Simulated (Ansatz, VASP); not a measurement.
## Two plane-wave programs on Ga2O3

```xyz
40
Lattice="0.0000 -6.0742 0.0000 4.7210 1.5186 5.6300 -7.4930 1.5186 5.6300" Properties=species:S:1:pos:R:3 pbc="T T T"
Ga    0.0041    0.0000    4.4736
Ga   -1.3819    0.0000   10.1036
Ga    0.0041   -3.0371    4.4736
Ga   -1.3819   -3.0371   10.1036
Ga   -1.3900    0.0000    1.1564
Ga   -2.7760    0.0000    6.7864
Ga   -1.3900   -3.0371    1.1564
Ga   -2.7760   -3.0371    6.7864
Ga    0.1167    1.5186    7.3979
Ga   -5.9903    0.0000    7.3979
Ga    0.1167   -1.5186    7.3979
Ga   -5.9903   -3.0371    7.3979
Ga    3.2184    0.0000    3.8621
Ga   -2.8886   -1.5185    3.8621
Ga    3.2184   -3.0371    3.8621
Ga   -2.8886   -4.5556    3.8621
O    -5.6360    1.5186    6.2482
O    -5.6360   -1.5186    6.2482
O     0.4710    0.0000    6.2482
O     0.4710   -3.0371    6.2482
O    -3.2430    0.0000    5.0118
O    -3.2430   -3.0371    5.0118
O     2.8640   -1.5186    5.0118
O     2.8640   -4.5556    5.0118
O     1.3361    0.0000    3.1708
O    -0.0499    0.0000    8.8008
O     1.3361   -3.0371    3.1708
O    -0.0499   -3.0371    8.8008
O    -2.7221    0.0000    2.4592
O    -4.1081    0.0000    8.0892
O    -2.7221   -3.0371    2.4592
O    -4.1081   -3.0371    8.0892
O    -1.7917    1.5186    7.0747
O    -1.7917   -1.5186    7.0747
O    -0.4057   -1.5185    1.4447
O    -0.4057   -4.5556    1.4447
O    -2.3663    1.5186    9.8154
O    -2.3663   -1.5186    9.8154
O    -0.9803   -1.5185    4.1853
O    -0.9803   -4.5556    4.1853
```

Alike in both runs: task single point; functional PBE; k mesh 2 × 2 × 1; occupations gaussian, width 0.05 eV; no spin polarisation.

|  | VASP | Ansatz |
| --- | --- | --- |
| version | VASP 6.6.1 | Ansatz 0.2.0 |
| potentials or method | VASP PAW PBE potentials, release 64 (Ga_d, O), cutoff 520 eV | scalar-relativistic, plane waves, PAW |
| valence electrons in the cell | 352 | 352 |

VASP gave:

| Property | Result |
| --- | --- |
| gap on the k mesh at the Fermi level (eV) | 2.42 |
| rms of the force components (eV/Å) | 0.085 |

Q: What did Ansatz give for the same quantities?

A: gap on the k mesh at the Fermi level (eV): 2.44; rms of the force components (eV/Å): 0.080.

Atom by atom the forces differ by 0.011 eV/Å (rms over components).

The k mesh is coarse, so the values compare programs but aren't converged.
